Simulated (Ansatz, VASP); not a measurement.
## One calculation of FeO, two programs

Contents of INCAR:

```
SYSTEM = FeO
PREC = Accurate
ENCUT = 600
EDIFF = 1E-6
ISMEAR = -1
SIGMA = 0.05
LREAL = .FALSE.
LASPH = .TRUE.
NELM = 200
ALGO = Normal
ISIF = 2
LWAVE = .FALSE.
LCHARG = .FALSE.
ISPIN = 2
MAGMOM = 3 0
LORBIT = 11
LMAXMIX = 4
GGA = PE
NBANDS = 22
GGA_COMPAT = .FALSE.
```

The input KPOINTS:

```
regular mesh
0
G
  10 10 10
  0 0 0
```

File POSCAR:

```
FeO
1.0
    2.6124696300      0.0000000000      0.0000000000
    0.0000000000      2.6124696300      0.0000000000
    0.0000000000      0.0000000000      2.6124696300
Fe O
1 1
Direct
    0.0000000000      0.0000000000      0.0000000000
    0.5000000000      0.5000000000      0.5000000000
```

Contents of input.yaml:

```yaml
crystal:
  lattice:
    - [2.61246963, 0.0, 0.0]
    - [0.0, 2.61246963, 0.0]
    - [0.0, 0.0, 2.61246963]
  atoms:
    - { symbol: Fe, position: [0.0, 0.0, 0.0], spin: 3.0 }
    - { symbol: O, position: [0.5, 0.5, 0.5] }
hamiltonian:
  xc: pbe
  pseudopotentials: { kind: paw }
magnetization:
  spin_polarized: true
kpoints:
  mp_grid: { grid: [10, 10, 10] }
scf:
  occupations: { method: fermi_dirac, width: 0.05 }
output:
  forces: true
  stress: true
  eigenvalues: true
  write_density: true
  write_potential: true
  elf: true
  volumetric_format: npy
```

Alike in both runs: task single point; functional PBE; k mesh 10 × 10 × 10; occupations fermi-dirac, width 0.05 eV; collinear spin.

```csv
,VASP,Ansatz
version,VASP 6.6.1,Ansatz 0.2.0
potentials or method,"VASP PAW PBE potentials, release 64 (Fe_sv, O)",Ansatz PAW
plane-wave cutoff (eV),600,420
valence electrons in the cell,22,22
```

```tsv
	VASP	Ansatz	Ansatz less VASP
gap on the k mesh at the Fermi level (eV)	none	none	-
pressure (GPa)	6.7	9.3	+2.58
net moment per atom (μB)	2.00	2.00	0.000
size of the moment on the site where the two differ most (μB)	0.37	0.40	+0.033
```

Site moments also hang on the region over which each program counts them. A gap of «none» marks a metal or a gap that the smearing closes. The functional is the same, so the differences come from potentials, cutoffs and numerics.
